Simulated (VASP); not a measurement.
The system is HfRu3.

```
CELL_PARAMETERS angstrom
3.95577 0.00000 0.00000
0.00000 3.95577 0.00000
0.00000 0.00000 3.95577
ATOMIC_POSITIONS crystal
Hf 0.00000 0.00000 0.00000
Ru 0.50000 0.50000 0.00000
Ru 0.00000 0.50000 0.50000
Ru 0.50000 0.00000 0.50000
```

Base run:

| Quantity | Value |
| --- | --- |
| Program | VASP 6.6.1 |
| Functional | r2SCAN |
| Potentials or basis | VASP PAW PBE potentials, release 64 (Hf_pv, Ru_pv) |
| Cutoff | 550 eV |
| k mesh | 6 × 6 × 6 |
| Occupations | fermi-dirac, width 0.1 eV |
| Spin | no spin polarisation |

Its results: band gap on the k mesh zero (bands 26 and 27 overlap by 3.08 eV); pressure -6.0 GPa.

Question: The run is repeated on the same cell with these changes: functional from r2SCAN to LDA; potentials or basis from VASP PAW PBE potentials, release 64 (Hf_pv, Ru_pv) to VASP PAW LDA potentials, release 64 (Hf_pv, Ru_pv); cutoff from 550 eV to 500 eV. What comes out?

Answer: Band gap on the k mesh zero (bands 26 and 27 overlap by 2.96 eV); pressure -14.8 GPa.

Caveats: the cell stands under tension; spin-orbit coupling is left out, which moves the levels of the heavy elements; the PAW data sets were made with another functional, which shifts forces and pressure a little (at least some runs).
